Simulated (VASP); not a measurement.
Crystal: Ag.

```
Ag
1.0
     2.87019    0.00000    0.00000
    -1.43509    2.48566    0.00000
     0.00000    0.00000    4.69222
Ag
2
Direct
  0.66667 0.33333 0.75000
  0.33333 0.66667 0.25000
```

Base run:

* Program: VASP 6.6.1
* Functional: r2SCAN
* Potentials or basis: VASP PAW PBE potentials, release 64 (Ag)
* Cutoff: 520 eV
* k mesh: 10 × 10 × 6
* Occupations: fermi-dirac, width 0.05 eV
* Spin: no spin polarisation

Its results: band gap on the k mesh zero (band 11 reaches 12.01 eV, above the bottom of band 12 at 4.93 eV); pressure 4.4 GPa.

Q: The run is repeated on the same cell with these changes: functional from r2SCAN to PBE; further incar settings from ALGO = Normal; EDIFF = 1e-06; NBANDS = 18 to ALGO = Fast; EDIFF = 1e-07; NBANDS = 18. What comes out?

A: Band gap on the k mesh zero (band 11 reaches 11.88 eV, above the bottom of band 12 at 5.24 eV); pressure 7.3 GPa.

Caveats: the PAW data sets were made with another functional, which shifts forces and pressure a little (some runs).
